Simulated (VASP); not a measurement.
# InPtSe (P2_13) in VASP: relaxation of cell and atoms with LDA

Aim: the relaxation of cell and atoms of InPtSe with LDA.

All numbers are computed with VASP 6.6.1; they aren't measurements. Logs are shortened: lines on timing, memory, paths and dates and some standing lists are left out, and cuts for length are marked.

### Step 1. The cell of the first run

It takes space group P2_13 (No. 198, cubic). The conventional cell has a = 6.121 Å, b = 6.121 Å, c = 6.121 Å, α = 90.00°, β = 90.00°, γ = 90.00°. Within 3.4 Å of Pt (site symmetry 3) lie 3 In at 2.55 Å and 3 Se at 2.55 Å. Within 3.4 Å of In (site symmetry 3) lie 3 Pt at 2.55 Å and 1 Se at 2.56 Å. Se (site symmetry 3) has 3 Pt at 2.55 Å and 1 In at 2.56 Å within 3.4 Å.

### Step 2. Relaxation of cell and atoms, LDA, target pressure 5 GPa, at which the enthalpy is minimised

The input, INCAR:

```
SYSTEM = InPtSe
PREC = Accurate
ENCUT = 600
EDIFF = 1E-6
ISMEAR = -1
SIGMA = 0.05
LREAL = .FALSE.
LASPH = .TRUE.
NELM = 100
ALGO = Normal
ISIF = 3
LWAVE = .FALSE.
LCHARG = .FALSE.
GGA = CA
IBRION = 2
NSW = 60
EDIFFG = -0.03
PSTRESS = 50.0
```

The input, KPOINTS:

```
Automatic mesh
0
G
  4 4 4
  0 0 0
```

The input, POSCAR:

```
InPtSe
1.0
    6.1207060000      0.0000000000      0.0000000000
    0.0000000000      6.1207060000      0.0000000000
    0.0000000000      0.0000000000      6.1207060000
Pt In Se
4 4 4
Direct
    0.0001000000      0.0001000000      0.0001000000
    0.4999000000      0.9999000000      0.5001000000
    0.5001000000      0.4999000000      0.9999000000
    0.9999000000      0.5001000000      0.4999000000
    0.6208000000      0.6208000000      0.6208000000
    0.8792000000      0.3792000000      0.1208000000
    0.1208000000      0.8792000000      0.3792000000
    0.3792000000      0.1208000000      0.8792000000
    0.3789000000      0.3789000000      0.3789000000
    0.1211000000      0.6211000000      0.8789000000
    0.8789000000      0.1211000000      0.6211000000
    0.6211000000      0.8789000000      0.1211000000
```

Potentials or basis: VASP PAW LDA potentials, release 64 (Pt, In_d, Se).

Launch:

```bash
$ cat potpaw_LDA.64/Pt/POTCAR potpaw_LDA.64/In_d/POTCAR potpaw_LDA.64/Se/POTCAR > POTCAR
$ mpirun -np 1 vasp_std > vasp.out
```

OUTCAR:

```text
SYSTEM = InPtSe
   PREC = Accurate
   ENCUT = 600
   EDIFF = 1E-6
   ISMEAR = -1
   LREAL = .FALSE.
   LASPH = .TRUE.
   NELM = 100
   ISIF = 3
   GGA = CA
   IBRION = 2
   NSW = 60
   EDIFFG = -0.03
   PSTRESS = 50.0

 ion  position               nearest neighbor table
   1  0.000  0.000  0.000-   6 2.55   7 2.55   8 2.55  10 2.55  11 2.55  12 2.55
   2  0.500  1.000  0.500-   5 2.55   7 2.55   8 2.55   9 2.55  11 2.55  12 2.55
   3  0.500  0.500  1.000-   5 2.55   6 2.55   8 2.55   9 2.55  10 2.55  12 2.55
   4  1.000  0.500  0.500-   5 2.55   6 2.55   7 2.55   9 2.55  10 2.55  11 2.55
   5  0.621  0.621  0.621-   2 2.55   3 2.55   4 2.55   9 2.56   7 3.75   8 3.75   6 3.75   6 3.75
                             8 3.75   7 3.75
   6  0.879  0.379  0.121-   1 2.55   3 2.55   4 2.55  10 2.56   7 3.75   8 3.75   5 3.75   5 3.75
                             7 3.75   8 3.75
   7  0.121  0.879  0.379-   1 2.55   2 2.55   4 2.55  11 2.56   6 3.75   8 3.75   5 3.75   8 3.75
                             6 3.75   5 3.75
   8  0.379  0.121  0.879-   1 2.55   2 2.55   3 2.55  12 2.56   6 3.75   7 3.75   5 3.75   7 3.75
                             5 3.75   6 3.75
   9  0.379  0.379  0.379-   2 2.55   3 2.55   4 2.55   5 2.56
  10  0.121  0.621  0.879-   1 2.55   3 2.55   4 2.55   6 2.56
  11  0.879  0.121  0.621-   1 2.55   2 2.55   4 2.55   7 2.56
  12  0.621  0.879  0.121-   1 2.55   2 2.55   3 2.55   8 2.56

  LATTYP: Found a simple cubic cell.
 ALAT       =     6.1207060000

  Lattice vectors:

 A1 = (   6.1207060000,   0.0000000000,   0.0000000000)
 A2 = (   0.0000000000,   6.1207060000,   0.0000000000)
 A3 = (   0.0000000000,   0.0000000000,   6.1207060000)

Analysis of symmetry for initial positions (statically):
=====================================================================
 Subroutine PRICEL returns:
 Original cell was already a primitive cell.

 Routine SETGRP: Setting up the symmetry group for a
 simple cubic supercell.

 Subroutine GETGRP returns: Found 12 space group operations
 (whereof  3 operations were pure point group operations)
 out of a pool of 48 trial point group operations.

The static configuration has the point symmetry C_3 .
 The point group associated with its full space group is T   .

Analysis of symmetry for dynamics (positions and initial velocities):
=====================================================================
 Subroutine PRICEL returns:
 Original cell was already a primitive cell.

 Routine SETGRP: Setting up the symmetry group for a
 simple cubic supercell.

 Subroutine GETGRP returns: Found 12 space group operations
 (whereof  3 operations were pure point group operations)
 out of a pool of 48 trial point group operations.

The dynamic configuration has the point symmetry C_3 .
 The point group associated with its full space group is T   .

 Subroutine INISYM returns: Found 12 space group operations
 (whereof  3 operations are pure point group operations),
 and found     1 'primitive' translations

----------------------------------------------------------------------------------------

                                     Primitive cell

  volume of cell :     229.3003

  direct lattice vectors                    reciprocal lattice vectors
     6.120706000  0.000000000  0.000000000     0.163379845  0.000000000  0.000000000
     0.000000000  6.120706000  0.000000000     0.000000000  0.163379845  0.000000000
     0.000000000  0.000000000  6.120706000     0.000000000  0.000000000  0.163379845

  length of vectors
     6.120706000  6.120706000  6.120706000     0.163379845  0.163379845  0.163379845

  position of ions in fractional coordinates (direct lattice)
     0.000100000  0.000100000  0.000100000
     0.499900000  0.999900000  0.500100000
     0.500100000  0.499900000  0.999900000
     0.999900000  0.500100000  0.499900000
     0.620800000  0.620800000  0.620800000
     0.879200000  0.379200000  0.120800000
     0.120800000  0.879200000  0.379200000
     0.379200000  0.120800000  0.879200000
     0.378900000  0.378900000  0.378900000
     0.121100000  0.621100000  0.878900000
     0.878900000  0.121100000  0.621100000
     0.621100000  0.878900000  0.121100000

  ion indices of the primitive-cell ions
   primitive index   ion index
                 1           1
                 2           2
                 3           3
                 4           4
                 5           5
                 6           6
                 7           7
                 8           8
                 9           9
                10          10
                11          11
                12          12

----------------------------------------------------------------------------------------

 KPOINTS: Automatic mesh

Automatic generation of k-mesh.
 Grid dimensions read from file:
 generate k-points for:    4    4    4

 Generating k-lattice:

  Cartesian coordinates                     Fractional coordinates (reciprocal lattice)
     0.040844961  0.000000000  0.000000000     0.250000000  0.000000000  0.000000000
     0.000000000  0.040844961  0.000000000     0.000000000  0.250000000  0.000000000
     0.000000000  0.000000000  0.040844961     0.000000000  0.000000000  0.250000000

  Length of vectors
     0.040844961  0.040844961  0.040844961

  Shift w.r.t. Gamma in fractional coordinates (k-lattice)
     0.000000000  0.000000000  0.000000000

 Subroutine IBZKPT returns following result:
 ===========================================

 Found     11 irreducible k-points:

 Following reciprocal coordinates:
            Coordinates               Weight
  0.000000  0.000000  0.000000      1.000000
  0.250000  0.000000  0.000000      6.000000
  0.500000  0.000000  0.000000      3.000000
  0.250000  0.250000  0.000000     12.000000
  0.500000  0.250000  0.000000      6.000000
 -0.250000  0.500000  0.000000      6.000000
  0.500000  0.500000  0.000000      3.000000
  0.250000  0.250000  0.250000      8.000000
  0.500000  0.250000  0.250000     12.000000
  0.500000  0.500000  0.250000      6.000000
  0.500000  0.500000  0.500000      1.000000
   k-points           NKPTS =     11   k-points in BZ     NKDIM =     11   number of bands    NBANDS=     69
   number of dos      NEDOS =    301   number of ions     NIONS =     12
   total plane-waves  NPLWV = 125000
   dimension x,y,z NGX =    50 NGY =   50 NGZ =   50
   dimension x,y,z NGXF=   100 NGYF=  100 NGZF=  100
   ions per type =               4   4   4
   NGX,Y,Z   is equivalent  to a cutoff of  13.58, 13.58, 13.58 a.u.
   NGXF,Y,Z  is equivalent  to a cutoff of  27.16, 27.16, 27.16 a.u.
 SYSTEM =  InPtSe
   PREC   = accura    normal or accurate (medium, high low for compatibility)
   ISTART =      0    job   : 0-new  1-cont  2-samecut
   ICHARG =      2    charge: 1-file 2-atom 10-const
   ISPIN  =      1    spin polarized calculation?
   LNONCOLLINEAR =      F non collinear calculations
   LSORBIT =      F    spin-orbit coupling
   LASPH  =      T    aspherical Exc in radial PAW
   ENCUT  =  600.0 eV  44.10 Ry    6.64 a.u.  12.22 12.22 12.22*2*pi/ulx,y,z
   NELM   =    100;   NELMIN=  2; NELMDL= -5     # of ELM steps
   EDIFF  = 0.1E-05   stopping-criterion for ELM
   LREAL  =      F    real-space projection
   EDIFFG = -.3E-01   stopping-criterion for IOM
   NSW    =     60    number of steps for IOM
   IBRION =      2    ionic relax: 0-MD 1-quasi-New 2-CG
   NFREE  =      1    steps in history (QN), initial steepest desc. (CG)
   ISIF   =      3    stress and relaxation
   ISYM   =      2    0-nonsym 1-usesym 2-fastsym
   POTIM  = 0.5000    time-step for ionic-motion
   TEBEG  =    0.0;   TEEND  =   0.0 temperature during run
   PSTRESS=   50.0 pullay stress
   NELECT =     116.0000    total number of electrons
   NUPDOWN=      -1.0000    fix difference up-down
   EMIN   =  10.00;   EMAX   =-10.00  energy-range for DOS
   EFERMI =   0.00;   METHOD = LEGACY
   ISMEAR =    -1;   SIGMA  =   0.05  broadening in eV -4-tet -1-fermi 0-gaus
   EFERMI_NEDOS =   21; number of points for ismear=-14 and -15
   IALGO  =     38    algorithm
   IMIX   =      4    mixing-type and parameters
     AMIX     =   0.40;   BMIX     =  1.00
     AMIX_MAG =   1.60;   BMIX_MAG =  1.00
  volume/ion in A,a.u.               =      19.11       128.95
  Fermi-wavevector in a.u.,A,eV,Ry     =   1.304446  2.465045 23.151379  1.701578
  Thomas-Fermi vector in A             =   2.435381
   LORBIT       =      0    0 simple, 1 ext, 2 COOP (PROOUT), +10 PAW based schemes
   GGA     = CA    functional components
   LHFCALC =     F    Hartree Fock is set to
   AEXX    =    0.0000 exact exchange contribution
   IVDW    =     0    specifies the selected vdW correction
   LEPSILON=     F    determine dielectric tensor
   LRPA    =     F    only Hartree local field effects (RPA)
 conjugate gradient relaxation of ions
 non-spin polarized calculation
  energy-cutoff  :      600.00
  volume of cell :      229.30
 maximum number of plane-waves:      7689
 NGX is ok and might be reduce to    50
   NGX = 25   NGY = 25   NGZ = 25

--------------------------------------- Ionic step        1  -------------------------------------------

 number of electron     115.9999970 magnetization

 Free energy of the ion-electron system (eV)
  ---------------------------------------------------
  ext. energy  EPLUGINS =         0.00000000
  ---------------------------------------------------
  free energy    TOTEN  =       -63.10399052 eV

  energy without entropy =      -63.03255904  energy(sigma->0) =      -63.06827478

------------------------ aborting loop because EDIFF is reached ----------------------------------------

  FORCE on cell =-STRESS in cart. coord.  units (eV):
  Direction    XX          YY          ZZ          XY          YZ          ZX
  --------------------------------------------------------------------------------------
  -------------------------------------------------------------------------------------
  Total       14.6402878     14.6402878     14.6402878      0.0000000      0.0000000     -0.0000000
  in kB      102.2952905    102.2952905    102.2952905      0.0000000      0.0000000     -0.0000000
  external PRESSURE =      52.2952905 kB  Pullay stress =      50.0000000 kB
[... 127 lines left out ...]
  energy  without entropy=      -63.9688011520  energy(sigma->0) =      -64.00471408

  enthalpy is  TOTEN    =       -56.4652493098 eV   P V=        7.5753776949

[... ionic steps 4 to 11 ...]

--------------------------------------- Ionic step       12  -------------------------------------------

 number of electron     116.0000006 magnetization

------------------------ aborting loop because EDIFF is reached ----------------------------------------
[... 91 lines left out ...]
--------------------------------------- Ionic step       14  -------------------------------------------

 number of electron     116.0000005 magnetization

 Free energy of the ion-electron system (eV)
  ---------------------------------------------------
  ext. energy  EPLUGINS =         0.00000000
  ---------------------------------------------------
  free energy    TOTEN  =       -64.17816560 eV

  energy without entropy =      -64.11384575  energy(sigma->0) =      -64.14600567

 E-fermi :   7.8966     XC(G=0): -11.5174

 val. band max:        7.8665403452   @ k =   0.2500   0.2500   0.0000
 cond. band min:       7.9262924172   @ k =   0.5000   0.5000   0.2500
 fundamental gap:      0.0597520719
 Fermi energy:         7.8965574630

 k-point     1 :       0.0000    0.0000    0.0000
  band No.  band energies     occupation
      1      -6.8521      2.00000
      2      -6.3734      2.00000
      3      -6.3734      2.00000
      4      -6.3734      2.00000
      5      -6.1014      2.00000
      6      -6.1014      2.00000
[... 824 lines left out ...]
  energy  without entropy=      -64.1138457466  energy(sigma->0) =      -64.14600567

  enthalpy is  TOTEN    =       -56.8465264415 eV   P V=        7.3316391550

 reached required accuracy - stopping structural energy minimisation
```

Run time: 17 min. Hardware: 1 thread of Intel Xeon 6975P-C (Granite Rapids), shared host; peak memory 0.41 GiB.

Results:

| Quantity | Value |
| --- | --- |
| Free energy | -64.1782 eV |
| Relaxed volume | 19.58 Å³/atom |
| Relaxed cell | a = 6.170 Å, b = 6.170 Å, c = 6.170 Å, α = 90.00°, β = 90.00°, γ = 90.00° |
| Space group after relaxing (to 0.05 Å) | P2_13 (No. 198) |
| Energy change on relaxing (the enthalpy is what falls) | -89.5 meV/atom |
| Ionic steps | 14 |
| Pressure after relaxing | 5.0 GPa |
| Largest force after relaxing | 0.030 eV/Å |
| Band gap on the k mesh | zero (band 58 reaches 8.42 eV, above the bottom of band 59 at 7.87 eV) |

Forces in eV/Å, atoms in the order of the input:
```
Pt   0.002  0.002  0.002
Pt  -0.002 -0.002  0.002
Pt   0.002 -0.002 -0.002
Pt  -0.002  0.002 -0.002
In  -0.017 -0.017 -0.017
In   0.017  0.017 -0.017
In  -0.017  0.017  0.017
In   0.017 -0.017  0.017
Se   0.016  0.016  0.016
Se  -0.016 -0.016  0.016
Se   0.016 -0.016 -0.016
Se  -0.016  0.016 -0.016
```

Step by step:
```tsv
step	energy change (eV)	largest force (eV/Å)	pressure (GPa)	volume (Å³)
1	0.0000	2.0649	10.23	229.30
2	-1.0333	0.6108	-2.82	250.63
3	-0.9366	1.0467	1.07	242.74
4	-1.0584	0.1662	4.80	235.29
5	-1.0351	0.1211	5.33	234.40
6	-1.0685	0.1036	4.75	235.36
7	-1.0733	0.1010	4.67	235.51
8	-1.0680	0.0944	4.82	235.23
9	-1.0466	0.1257	5.37	234.38
10	-1.0602	0.1168	5.15	234.72
11	-1.0934	0.0913	4.56	235.67
12	-1.0815	0.0633	4.84	235.20
13	-1.0704	0.0408	5.06	234.82
14	-1.0742	0.0299	4.99	234.93
```

Final structure:
```yaml
crystal:
  lattice:
    - [6.17041, 0.00000, 0.00000]
    - [0.00000, 6.17041, 0.00000]
    - [0.00000, 0.00000, 6.17041]
  atoms:
    - { symbol: Pt, position: [0.98266, 0.98266, 0.98266] }
    - { symbol: Pt, position: [0.51734, 0.01734, 0.48266] }
    - { symbol: Pt, position: [0.48266, 0.51734, 0.01734] }
    - { symbol: Pt, position: [0.01734, 0.48266, 0.51734] }
    - { symbol: In, position: [0.62879, 0.62879, 0.62879] }
    - { symbol: In, position: [0.87121, 0.37121, 0.12879] }
    - { symbol: In, position: [0.12879, 0.87121, 0.37121] }
    - { symbol: In, position: [0.37121, 0.12879, 0.87121] }
    - { symbol: Se, position: [0.37624, 0.37624, 0.37624] }
    - { symbol: Se, position: [0.12376, 0.62376, 0.87624] }
    - { symbol: Se, position: [0.87624, 0.12376, 0.62376] }
    - { symbol: Se, position: [0.62376, 0.87624, 0.12376] }
```

Caveat: the cell is relaxed towards a set pressure, so the enthalpy falls and the energy may rise; spin-orbit coupling is left out, which moves the levels of the heavy elements.
